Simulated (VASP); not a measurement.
Sb, 1 atom in the cell. The structure is cubic, space group Im-3m (No. 229). Conventional cell: a = 2.853 Å, b = 2.853 Å, c = 2.853 Å, α = 90.00°, β = 90.00°, γ = 90.00°. Within 3.3 Å of Sb (site symmetry m-3m) lie 14 Sb at 2.47 to 2.85 Å. 

- Program: VASP 6.6.1
- Task: single point
- Functional: r2SCAN
- Potentials or basis: VASP PAW PBE potentials, release 64 (Sb)
- Cutoff: 520 eV
- k mesh: 8 × 8 × 8
- Occupations: gaussian, width 0.1 eV
- Spin: no spin polarisation
- Dipole correction: no
- Further INCAR settings: ALGO = Normal; EDIFF = 1e-06; NBANDS = 8

Potentials or basis: VASP PAW PBE potentials, release 64 (Sb).

The run is started by

```bash
$ cat potpaw_PBE.64/Sb/POTCAR > POTCAR
$ cp INCAR.step1 INCAR
$ mpirun -np 1 vasp_std > vasp.out
$ cp INCAR.step2 INCAR
$ mpirun -np 1 vasp_std > vasp.out
```

Hardware: 1 thread of Intel Xeon 8259CL, with other jobs on the host.

Task: Estimate the wall time of this run.

Result: Wall time 18 s on 1 thread of Intel Xeon 8259CL, with other jobs on the host, peak memory 0.12 GiB. Counts: k points 29.
